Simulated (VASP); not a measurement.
Input of a VASP 6.6.1 run:

The input INCAR:

```
PREC = Accurate
ENCUT = 520
EDIFF = 1E-6
ISMEAR = -1
SIGMA = 0.05
LREAL = F
LASPH = T
NELM = 60
ALGO = Normal
ISIF = 2
LWAVE = F
LCHARG = T
GGA = RE
LELF = T
LVHAR = T
NBANDS = 24
```

KPOINTS

```
Automatic mesh
0
Gamma
  7 7 7
```

Contents of POSCAR:

```
KZr2
1.0
    0.0000000000      3.5791200000      3.5791200000
    3.5791200000      0.0000000000      3.5791200000
    3.5791200000      3.5791200000      0.0000000000
K Zr
1 2
Direct
    0.0000000000      0.0000000000      0.0000000000
    0.2500000000      0.2500000000      0.2500000000
    0.7500000000      0.7500000000      0.7500000000
```

Potentials or basis: VASP PAW PBE potentials, release 64 (K_sv, Zr_sv).

Launch:

```sh
$ cat potpaw_PBE.64/K_sv/POTCAR potpaw_PBE.64/Zr_sv/POTCAR > POTCAR
$ mpirun -np 1 vasp_std > vasp.out
```

Question: Estimate the pressure.

Answer: 1.2 GPa.

Caveat: the PAW data sets were made with another functional, which shifts forces and pressure a little.
